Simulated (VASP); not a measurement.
A run of VASP 6.6.1 is set up as follows.

File INCAR:

```
SYSTEM = Pt
  PREC = Accurate
  ENCUT = 500
  EDIFF = 1E-6
  ISMEAR = 1
  SIGMA = 0.1
  LREAL = .FALSE.
  LASPH = .TRUE.
  NELM = 120
  ALGO = Normal
  ISIF = 2
  LWAVE = .FALSE.
  LCHARG = .FALSE.
  NBANDS = 17
  GGA_COMPAT = .FALSE.
```

KPOINTS

```
Automatic mesh
0
G
  9 9 5
  0 0 0
```

The input POSCAR:

```
Pt
1.0
    2.7058874499      0.0000000000      0.0000000000
   -1.3529437250      2.3433672714      0.0000000000
    0.0000000000      0.0000000000      4.6783008583
Pt
2
Direct
    0.6666666667      0.3333333333      0.7500000000
    0.3333333333      0.6666666667      0.2500000000
```

Potentials or basis: VASP PAW LDA potentials, release 64 (Pt).

The run is started by

```console
$ cat potpaw_LDA.64/Pt/POTCAR > POTCAR
$ mpirun -np 1 vasp_std > vasp.out
```

(1) Predict the band gap on the k mesh.

(2) What does it give for the pressure?

## Answers

(1) zero (band 10 reaches 11.84 eV, above the bottom of band 11 at 10.70 eV).

(2) 0.8 GPa.

Caveat: spin-orbit coupling is left out, which moves the levels of the heavy elements.
